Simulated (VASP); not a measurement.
Input of a VASP 6.6.1 run:

Contents of POSCAR:

```
Ni
1.0
    0.0000000000      1.7259110183      1.7259110183
    1.7259110183      0.0000000000      1.7259110183
    1.7259110183      1.7259110183      0.0000000000
Ni
1
Direct
    0.0000000000      0.0000000000      0.0000000000
```

INCAR.step1

```
PREC     = Accurate       # precision mode
ENCUT    = 650            # plane-wave cutoff, eV
ISMEAR   = -1             # smearing method
SIGMA    = 0.05           # smearing width, eV
LREAL    = F              # projectors in reciprocal space
LASPH    = T              # aspherical terms in the spheres
NELM     = 200            # most SCF steps
ISPIN    = 2              # spin polarisation
MAGMOM   = 1              # initial moments
LMAXMIX  = 4              # l up to which the mixer works
NBANDS   = 19             # bands
GGA      = PE             # functional
ALGO     = Normal         # electronic algorithm
EDIFF    = 1E-5           # SCF threshold, eV
LWAVE    = T              # write WAVECAR
LCHARG   = F              # write CHGCAR
GGA_COMPAT= F
```

Contents of INCAR.step2:

```
PREC     = Accurate       # precision mode
ENCUT    = 650            # plane-wave cutoff, eV
EDIFF    = 1E-6           # SCF threshold, eV
ISMEAR   = -1             # smearing method
SIGMA    = 0.05           # smearing width, eV
LREAL    = F              # projectors in reciprocal space
LASPH    = T              # aspherical terms in the spheres
NELM     = 200            # most SCF steps
ALGO     = Normal         # electronic algorithm
ISIF     = 2              # what is computed and relaxed
LWAVE    = F              # write WAVECAR
LCHARG   = T              # write CHGCAR
ISPIN    = 2              # spin polarisation
MAGMOM   = 1              # initial moments
LORBIT   = 11             # projections on sites
LMAXMIX  = 4              # l up to which the mixer works
METAGGA  = R2SCAN         # meta-GGA
LMIXTAU  = T            
LELF     = T              # ELF
LVHAR    = T            
NBANDS   = 19             # bands
ISTART   = 1            
GGA_COMPAT= F
```

The input KPOINTS:

```
Automatic mesh
0
Gamma
  13 13 13
```

Potentials or basis: VASP PAW PBE potentials, release 64 (Ni_sv_GW).

Command:

```sh
$ cat potpaw_PBE.64/Ni_sv_GW/POTCAR > POTCAR
$ cp INCAR.step1 INCAR
$ mpirun -np 1 vasp_std > vasp.out
$ cp INCAR.step2 INCAR
$ mpirun -np 1 vasp_std > vasp.out
```

Question: Predict the pressure.

Answer: 1.5 GPa.

Question: What does it give for the net moment?

Answer: 0.69 μB per cell.

Question: What does it give for the site moments?

Answer: Ni +0.76 μB.

Caveat: the PAW data sets were made with another functional, which shifts forces and pressure a little.
